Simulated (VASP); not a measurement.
# Zn7O8 (a cell with a defect) in VASP: further runs

The runs below take Zn7O8 (a cell with a defect) through single point, with PBE.

Everything below comes from runs of VASP 6.6.1. Logs are shortened: lines on timing, memory, paths and dates and some standing lists are left out, and cuts for length are marked.

## Step 1: The cell of the first run

The cell holds a defect, 15 atoms: a = 6.483 Å, b = 5.615 Å, c = 5.188 Å, α = 90.00°, β = 90.00°, γ = 90.00°.

## Step 2: Single point, PBE

Contents of INCAR:

```
SYSTEM = Zn7O8
PREC     = Accurate       ! precision mode
ENCUT    = 520            ! plane-wave cutoff, eV
EDIFF    = 1E-6           ! SCF threshold, eV
ISMEAR   = 0              ! smearing method
SIGMA    = 0.02           ! smearing width, eV
LREAL    = Auto         
LASPH    = .TRUE.         ! aspherical terms in the spheres
NELM     = 80             ! most SCF steps
ALGO     = Normal         ! electronic algorithm
ISIF     = 2              ! what is computed and relaxed
LWAVE    = .FALSE.        ! write WAVECAR
LCHARG   = .FALSE.        ! write CHGCAR
GGA      = PE             ! functional
NELECT   = 130.0        
NBANDS   = 79             ! bands
```

Contents of KPOINTS:

```
Automatic mesh
0
G
  2 2 2
  0 0 0
```

Contents of POSCAR:

```
Zn7O8
1.0
   -3.2417000000     -5.6147890000      0.0000000000
    4.8625500000     -2.8073950000      0.0000000000
    0.0000000000      0.0000000000      5.1876000000
Zn O
7 8
Direct
    0.5018783895      0.3410883539     -0.0055331945
    0.4907054933      0.6667544802      0.4976634667
    0.2500655492      0.1595513652      0.4961629655
    0.0080050033      0.3307513176     -0.0190633434
    0.0015019783      0.6684003173      0.3882248053
    0.7490163092      0.8458640363     -0.0128564269
    0.7445427915      0.1711944077      0.4941672450
    0.4958738024      0.3356047969      0.3702386460
    0.5409859403      0.6507883976      0.8566238723
    0.2492808806      0.8340676868      0.4198962912
    0.2573515273      0.2106196226      0.8574583622
   -0.0013209725      0.3206492074      0.3768885419
   -0.0020622293      0.6692054316      0.9864361169
    0.7381663128      0.8394582547      0.3787385303
    0.7529839520      0.1744827461      0.8767027142
```

Potentials or basis: VASP PAW PBE potentials, release 64 (Zn, O).

On the command line:

```
$ cat potpaw_PBE.64/Zn/POTCAR potpaw_PBE.64/O/POTCAR > POTCAR
$ mpirun -np 1 vasp_std > vasp.out
```

OUTCAR:

```text
SYSTEM = Zn7O8
   PREC = Accurate
   ENCUT = 520
   EDIFF = 1E-6
   ISMEAR = 0
   LREAL = Auto
   LASPH = .TRUE.
   NELM = 80
   ISIF = 2
   GGA = PE
   NELECT = 130.0

 ion  position               nearest neighbor table
   1  0.502  0.341  0.994-  11 1.89   9 1.90   8 1.95  15 1.97
   2  0.491  0.667  0.498-  10 1.87   9 1.89  14 1.97   8 1.97
   3  0.250  0.160  0.496-  10 1.87  11 1.90  12 1.96   8 1.99
   4  0.008  0.331  0.981-  11 1.87  13 1.90  15 1.95  12 2.06   5 2.84
   5  0.002  0.668  0.388-  10 1.86  12 1.95  14 1.96  13 2.08   6 2.83   4 2.84
   6  0.749  0.846  0.987-   9 1.86  13 1.89  15 1.93  14 2.03   5 2.83
   7  0.745  0.171  0.494-  12 1.95  14 1.96   8 1.97  15 1.99
   8  0.496  0.336  0.370-   1 1.95   7 1.97   2 1.97   3 1.99
   9  0.541  0.651  0.857-   6 1.86   2 1.89   1 1.90
  10  0.249  0.834  0.420-   5 1.86   2 1.87   3 1.87
  11  0.257  0.211  0.857-   4 1.87   1 1.89   3 1.90
  12  0.999  0.321  0.377-   7 1.95   5 1.95   3 1.96   4 2.06
  13  0.998  0.669  0.986-   6 1.89   4 1.90   5 2.08
  14  0.738  0.839  0.379-   7 1.96   5 1.96   2 1.97   6 2.03
  15  0.753  0.174  0.877-   6 1.93   4 1.95   1 1.97   7 1.99

  LATTYP: Found a simple orthorhombic cell.
 ALAT       =     5.1876000000
 B/A-ratio  =     1.0823481624
 C/A-ratio  =     1.2497879387

  Lattice vectors:

 A1 = (   0.0000000000,   0.0000000000,  -5.1876000000)
 A2 = (   4.8625500000,  -2.8073950000,   0.0000000000)
 A3 = (  -3.2417000000,  -5.6147890000,   0.0000000000)

Analysis of symmetry for initial positions (statically):
=====================================================================
 Subroutine PRICEL returns:
 Original cell was already a primitive cell.

 Routine SETGRP: Setting up the symmetry group for a
 simple orthorhombic supercell.

 Subroutine GETGRP returns: Found  1 space group operations
 (whereof  1 operations were pure point group operations)
 out of a pool of  8 trial point group operations.

The static configuration has the point symmetry C_1 .

Analysis of symmetry for dynamics (positions and initial velocities):
=====================================================================
 Subroutine PRICEL returns:
 Original cell was already a primitive cell.

 Routine SETGRP: Setting up the symmetry group for a
 simple orthorhombic supercell.

 Subroutine GETGRP returns: Found  1 space group operations
 (whereof  1 operations were pure point group operations)
 out of a pool of  8 trial point group operations.

The dynamic configuration has the point symmetry C_1 .

 Subroutine INISYM returns: Found  1 space group operations
 (whereof  1 operations are pure point group operations),
 and found     1 'primitive' translations

----------------------------------------------------------------------------------------

                                     Primitive cell

  volume of cell :     188.8438

  direct lattice vectors                    reciprocal lattice vectors
    -3.241700000 -5.614789000  0.000000000    -0.077120040 -0.133575806  0.000000000
     4.862550000 -2.807395000  0.000000000     0.154240052 -0.089050537  0.000000000
     0.000000000  0.000000000  5.187600000     0.000000000  0.000000000  0.192767368

  length of vectors
     6.483399911  5.614789327  5.187600000     0.154240061  0.178101072  0.192767368

  position of ions in fractional coordinates (direct lattice)
     0.501878389  0.341088354  0.994466805
     0.490705493  0.666754480  0.497663467
     0.250065549  0.159551365  0.496162965
     0.008005003  0.330751318  0.980936657
     0.001501978  0.668400317  0.388224805
     0.749016309  0.845864036  0.987143573
     0.744542792  0.171194408  0.494167245
     0.495873802  0.335604797  0.370238646
     0.540985940  0.650788398  0.856623872
     0.249280881  0.834067687  0.419896291
     0.257351527  0.210619623  0.857458362
     0.998679028  0.320649207  0.376888542
     0.997937771  0.669205432  0.986436117
     0.738166313  0.839458255  0.378738530
     0.752983952  0.174482746  0.876702714

  ion indices of the primitive-cell ions
   primitive index   ion index
                 1           1
                 2           2
                 3           3
                 4           4
                 5           5
                 6           6
                 7           7
                 8           8
                 9           9
                10          10
                11          11
                12          12
                13          13
                14          14
                15          15

----------------------------------------------------------------------------------------

 KPOINTS: Automatic mesh

Automatic generation of k-mesh.
 Grid dimensions read from file:
 generate k-points for:    2    2    2

 Generating k-lattice:

  Cartesian coordinates                     Fractional coordinates (reciprocal lattice)
[... 59 lines left out ...]
   EFERMI_NEDOS =   21; number of points for ismear=-14 and -15
   IALGO  =     38    algorithm
   IMIX   =      4    mixing-type and parameters
     AMIX     =   0.40;   BMIX     =  1.00
     AMIX_MAG =   1.60;   BMIX_MAG =  1.00
  volume/ion in A,a.u.               =      12.59        84.96
  Fermi-wavevector in a.u.,A,eV,Ry     =   1.445512  2.731622 28.429440  2.089505
  Thomas-Fermi vector in A             =   2.563685
   LORBIT       =      0    0 simple, 1 ext, 2 COOP (PROOUT), +10 PAW based schemes
   GGA     = PE    functional components
   LHFCALC =     F    Hartree Fock is set to
   AEXX    =    0.0000 exact exchange contribution
   IVDW    =     0    specifies the selected vdW correction
   LEPSILON=     F    determine dielectric tensor
   LRPA    =     F    only Hartree local field effects (RPA)
 non-spin polarized calculation
 Gauss-broadening in eV      SIGMA  =   0.02
  energy-cutoff  :      520.00
  volume of cell :      188.84
 maximum number of plane-waves:      5116
   NGX = 25   NGY = 21   NGZ = 19

 number of electron     130.0000034 magnetization

 Free energy of the ion-electron system (eV)
  ---------------------------------------------------
  ext. energy  EPLUGINS =         0.00000000
  ---------------------------------------------------
  free energy    TOTEN  =       -64.23145278 eV

  energy without entropy =      -64.22739853  energy(sigma->0) =      -64.22942565

 E-fermi :  -0.2427     XC(G=0): -10.1987

 val. band max:       -0.2437266386   @ k =   0.5000   0.0000   0.5000
 cond. band min:      -0.2352660407   @ k =   0.5000   0.0000   0.0000
 fundamental gap:      0.0084605979
 Fermi energy:        -0.2427349378

 k-point     1 :       0.0000    0.0000    0.0000
  band No.  band energies     occupation
      1     -17.9464      2.00000
      2     -17.3941      2.00000
      3     -17.3016      2.00000
      4     -17.2558      2.00000
      5     -17.1024      2.00000
      6     -17.0402      2.00000
[... 69 lines left out ...]
     76       9.1001      0.00000
     77       9.3089      0.00000

 k-point     2 :       0.5000    0.0000    0.0000
  band No.  band energies     occupation
      1     -17.8207      2.00000
      2     -17.5941      2.00000
      3     -17.3108      2.00000
      4     -17.1868      2.00000
      5     -17.0907      2.00000
      6     -17.0251      2.00000
[... 69 lines left out ...]
     76       9.1710      0.00000
     77       9.2614      0.00000
[... 398 lines left out ...]
     76       9.1093      0.00000
     77       9.2382      0.00000

 k-point     8 :       0.5000    0.5000    0.5000
  band No.  band energies     occupation
      1     -17.5161      2.00000
      2     -17.3852      2.00000
      3     -17.3556      2.00000
      4     -17.2875      2.00000
      5     -17.2352      2.00000
      6     -17.1774      2.00000
[... 69 lines left out ...]
     76       9.7110      0.00000
     77       9.8587      0.00000
 [bands above 77 left out]

------------------------ aborting loop because EDIFF is reached ----------------------------------------

  FORCE on cell =-STRESS in cart. coord.  units (eV):
  Direction    XX          YY          ZZ          XY          YZ          ZX
  --------------------------------------------------------------------------------------
  -------------------------------------------------------------------------------------
  Total       -6.8090643     -6.4459266     -5.9751454      0.1790812     -1.4012082     -0.0756777
  in kB      -57.7690544    -54.6881438    -50.6939694      1.5193499    -11.8880468     -0.6420598
  external PRESSURE =     -54.3837225 kB  Pullay stress =       0.0000000 kB

 VOLUME and BASIS-vectors are now :
 -----------------------------------------------------------------------------
  energy-cutoff  :      520.00
  volume of cell :      188.84
      direct lattice vectors                 reciprocal lattice vectors
    -3.241700000 -5.614789000  0.000000000    -0.077120040 -0.133575806  0.000000000
     4.862550000 -2.807395000  0.000000000     0.154240052 -0.089050537  0.000000000
     0.000000000  0.000000000  5.187600000     0.000000000  0.000000000  0.192767368

 POSITION                                       TOTAL-FORCE (eV/Angst)
 -----------------------------------------------------------------------------------
      0.03162     -3.77551      5.15890        -0.019384      0.060110      0.042604
      1.65141     -4.62705      2.58168        -0.033422     -0.040647     -0.043589
     -0.03481     -1.85199      2.57389         0.034283     -0.024869     -0.037945
      1.58235     -0.97350      5.08871        -0.027949      0.088670      0.024690
      3.24526     -1.88490      2.01395        -0.004733     -0.076405     -0.033403
      1.68497     -6.58024      5.12091         0.084315      0.016791      0.048961
     -1.58114     -4.66106      2.56354        -0.011407     -0.009590      0.016215
      0.02442     -3.72640      1.92065         0.006429     -0.006170      0.023360
      1.41078     -4.86454      4.44382         0.057097      0.100946      0.044827
      3.24760     -3.74122      2.17825        -0.015144     -0.080626     -0.064649
      0.18989     -2.03627      4.44815        -0.062345      0.038680      0.064649
     -1.67825     -6.50756      1.95515        -0.009392     -0.016119     -0.009571
      0.01903     -7.48193      5.11724         0.000584     -0.053712     -0.075832
      1.68899     -6.50134      1.96474        -0.001160     -0.028256      0.004339
     -1.59252     -4.71769      4.54798         0.002229      0.031198     -0.004657
 -----------------------------------------------------------------------------------
    total drift:                                0.000580     -0.003390     -0.009753

  FREE ENERGIE OF THE ION-ELECTRON SYSTEM (eV)
  ---------------------------------------------------
  free  energy   TOTEN  =       -64.2314527759 eV

  energy  without entropy=      -64.2273985278  energy(sigma->0) =      -64.22942565
```

Run time: 7.9 min. Hardware: 1 thread of AMD EPYC 7R13 (Zen 3), shared host; peak memory 0.27 GiB.

Results:

```yaml
Free_energy: -64.2315 eV
Largest_force: 0.124 eV/Å
```

Forces on the atoms (eV/Å):
```
Zn  -0.019  0.060  0.043
Zn  -0.033 -0.041 -0.044
Zn   0.034 -0.025 -0.038
Zn  -0.028  0.089  0.025
Zn  -0.005 -0.076 -0.033
Zn   0.084  0.017  0.049
Zn  -0.011 -0.010  0.016
O    0.006 -0.006  0.023
O    0.057  0.101  0.045
O   -0.015 -0.081 -0.065
O   -0.062  0.039  0.065
O   -0.009 -0.016 -0.010
O    0.001 -0.054 -0.076
O   -0.001 -0.028  0.004
O    0.002  0.031 -0.005
```

Caveat: the k points lie up to 0.61 Å⁻¹ apart; the cell carries a net charge on a neutralising background, which shifts energy and pressure; the cell is charged against a uniform background, so pressure and absolute levels hang on convention.

## Step 3: Single point, PBE

Contents of INCAR:

```
SYSTEM = Zn7O8
ALGO = Normal
EDIFF = 1E-7
ENCUT = 520
GGA = PE
ISIF = 2
ISMEAR = 0
LASPH = .True.
LCHARG = .False.
LREAL = Auto
LWAVE = .False.
NBANDS = 79
NELECT = 130.0
NELM = 60
PREC = Accurate
SIGMA = 0.02
```

Contents of KPOINTS:

```
k-points
0
Gamma
  2 2 2
  0 0 0
```

Contents of POSCAR:

```
Zn7O8
1.0
   -3.2417000000     -5.6147890000      0.0000000000
    4.8625500000     -2.8073950000      0.0000000000
    0.0000000000      0.0000000000      5.1876000000
Zn O
7 8
Direct
    0.4838299197      0.3334051991      0.0047193307
    0.5191704921      0.6730517906      0.5075009638
    0.2586115243      0.1706154133      0.5072424628
   -0.0105694012      0.3162404854     -0.0200134937
    0.0510415452      0.6985039489      0.3090527412
    0.7208593870      0.8368863816     -0.0015018506
    0.7622998588      0.1773381152      0.4952035623
    0.5094656485      0.3428918556      0.3810675457
    0.5041934764      0.6504905847      0.8729373892
    0.2955947344      0.8586746564      0.3764802606
    0.2423445412      0.1865133107      0.8716279204
    0.0143397617      0.3345572190      0.3712686021
   -0.0305837043      0.6555557898      0.9485314982
    0.7675318951      0.8431718223      0.3790567893
    0.7334500156      0.1635540849      0.8772655949
```

Potentials or basis: VASP PAW PBE potentials, release 64 (Zn, O).

On the command line:

```
$ cat potpaw_PBE.64/Zn/POTCAR potpaw_PBE.64/O/POTCAR > POTCAR
$ mpirun -np 1 vasp_std > vasp.out
```

Run time: 7.8 min. Hardware: 1 thread of AMD EPYC 7R13 (Zen 3), shared host; peak memory 0.27 GiB.

The run converged. Its results:

* Free energy: -64.1452 eV
* Largest force: 0.581 eV/Å

Forces on the atoms (eV/Å):
```
Zn  -0.012 -0.031 -0.013
Zn   0.008  0.003 -0.081
Zn  -0.011 -0.013 -0.085
Zn  -0.040  0.007 -0.046
Zn  -0.099  0.356  0.448
Zn   0.038 -0.088 -0.038
Zn   0.033 -0.042 -0.026
O    0.001  0.006 -0.036
O    0.009 -0.012 -0.025
O   -0.011  0.101 -0.051
O   -0.042 -0.021 -0.025
O    0.116 -0.097  0.007
O   -0.009 -0.125 -0.014
O   -0.001 -0.024  0.016
O    0.019 -0.020 -0.032
```

Levels at points of the mesh, in eV from the Fermi level:
| k point | band 62 | band 63 | band 64 | band 65 | band 66 | band 67 | band 68 | band 69 |
| --- | --- | --- | --- | --- | --- | --- | --- | --- |
| (0.00, 0.00, 0.00) | -0.36 | -0.23 | -0.15 | 0.35 | 0.41 | 0.42 | 2.44 | 6.50 |
| (0.50, 0.00, 0.00) | -0.50 | -0.26 | 0.01 | 0.05 | 0.09 | 0.24 | 4.05 | 4.53 |
| (0.00, 0.50, 0.00) | -0.37 | -0.28 | -0.04 | -0.02 | 0.07 | 0.18 | 4.32 | 4.91 |
| (0.50, 0.50, 0.00) | -0.41 | -0.33 | -0.21 | -0.14 | 0.00 | 0.07 | 5.29 | 5.58 |
| (0.00, 0.00, 0.50) | -0.42 | -0.18 | 0.00 | 0.04 | 0.16 | 0.18 | 4.47 | 5.08 |
| (0.50, 0.00, 0.50) | -0.50 | -0.41 | -0.26 | -0.20 | -0.15 | 0.09 | 5.54 | 5.72 |
| (0.00, 0.50, 0.50) | -0.53 | -0.45 | -0.40 | -0.32 | -0.09 | 0.03 | 5.67 | 5.85 |
| (0.50, 0.50, 0.50) | -0.67 | -0.55 | -0.48 | -0.26 | -0.19 | -0.01 | 6.26 | 6.52 |

Caveat: the k points lie up to 0.61 Å⁻¹ apart; the cell carries a net charge on a neutralising background, which shifts energy and pressure; the cell is charged against a uniform background, so pressure and absolute levels hang on convention.

## Step 4: Single point, PBE

Contents of INCAR:

```
SYSTEM = Zn7O8
PREC = Accurate ; ENCUT = 520
EDIFF = 1E-6 ; ISMEAR = 0
SIGMA = 0.02 ; LREAL = Auto
LASPH = .TRUE. ; NELM = 60
ALGO = Normal ; ISIF = 2
LWAVE = .FALSE. ; LCHARG = .FALSE.
GGA = PE ; NBANDS = 79
NELECT = 130.0
```

Contents of KPOINTS:

```
regular mesh
0
G
  2 2 2
  0 0 0
```

Contents of POSCAR:

```
Zn7O8
1.0
   -3.2417000000     -5.6147890000      0.0000000000
    4.8625500000     -2.8073950000      0.0000000000
    0.0000000000      0.0000000000      5.1876000000
Zn O
7 8
Direct
    0.4831705745      0.3269665199      0.0093887347
    0.5285019491      0.6717010146      0.5175616856
    0.2591473371      0.1803238882      0.5179431722
   -0.0151436897      0.3192645219     -0.0080682782
    0.1120576357      0.7666965353      0.1867599661
    0.7086937232      0.8322584740      0.0080802298
    0.7611725897      0.1667098917      0.4988424320
    0.5123641091      0.3441049928      0.3876000463
    0.4889109405      0.6495930316      0.8798461716
    0.3229769155      0.8772669210      0.3761645077
    0.2367205336      0.1776312745      0.8826249133
    0.0111949190      0.3024928420      0.3665330789
   -0.0438812273      0.6515413159      0.9210305344
    0.7695090447      0.8395787128      0.3765286452
    0.7307892856      0.1582913548      0.8782934305
```

On the command line:

```
$ cat potpaw_PBE.64/Zn/POTCAR potpaw_PBE.64/O/POTCAR > POTCAR
$ mpirun -np 1 vasp_std > vasp.out
```

Run time: 4.9 min. Hardware: 1 thread of AMD EPYC 7R13 (Zen 3), shared host; peak memory 0.27 GiB.

Results (log left out):

| Item | Value |
| --- | --- |
| Free energy | -63.5584 eV |
| Largest force | 0.163 eV/Å |

Forces on the atoms (eV/Å):
```
Zn  -0.019 -0.005  0.014
Zn  -0.023 -0.005 -0.021
Zn   0.009 -0.031 -0.013
Zn  -0.006  0.030 -0.011
Zn   0.020  0.030  0.043
Zn   0.034 -0.018 -0.008
Zn   0.022  0.010  0.020
O   -0.001  0.004  0.004
O    0.048  0.067  0.028
O   -0.029 -0.090  0.035
O   -0.060  0.028  0.037
O    0.046 -0.032  0.008
O    0.012  0.045 -0.156
O   -0.060 -0.035  0.021
O    0.009  0.003  0.000
```

Levels at points of the mesh, in eV from the Fermi level:
```tsv
k point	band 60	band 61	band 62	band 63	band 64	band 65	band 66	band 67	band 68	band 69
(0.00, 0.00, 0.00)	-0.52	-0.46	-0.36	-0.20	-0.05	0.32	0.34	0.38	2.50	6.45
(0.50, 0.00, 0.00)	-0.77	-0.72	-0.56	-0.24	0.01	0.03	0.17	0.22	4.10	4.46
(0.00, 0.50, 0.00)	-0.43	-0.27	-0.23	-0.22	-0.09	0.02	0.07	0.16	4.29	4.76
(0.50, 0.50, 0.00)	-0.65	-0.47	-0.41	-0.29	-0.24	-0.09	0.08	0.14	5.32	5.49
(0.00, 0.00, 0.50)	-0.74	-0.63	-0.50	-0.32	0.01	0.05	0.11	0.18	4.57	5.02
(0.50, 0.00, 0.50)	-0.77	-0.59	-0.49	-0.41	-0.30	-0.14	-0.11	-0.06	5.38	5.81
(0.00, 0.50, 0.50)	-0.68	-0.60	-0.52	-0.51	-0.40	-0.25	-0.06	0.00	5.54	5.70
(0.50, 0.50, 0.50)	-0.80	-0.71	-0.66	-0.51	-0.44	-0.30	-0.18	-0.10	5.97	6.25
```

Caveat: the k points lie up to 0.61 Å⁻¹ apart; the cell carries a net charge on a neutralising background, which shifts energy and pressure; the cell is charged against a uniform background, so pressure and absolute levels hang on convention.
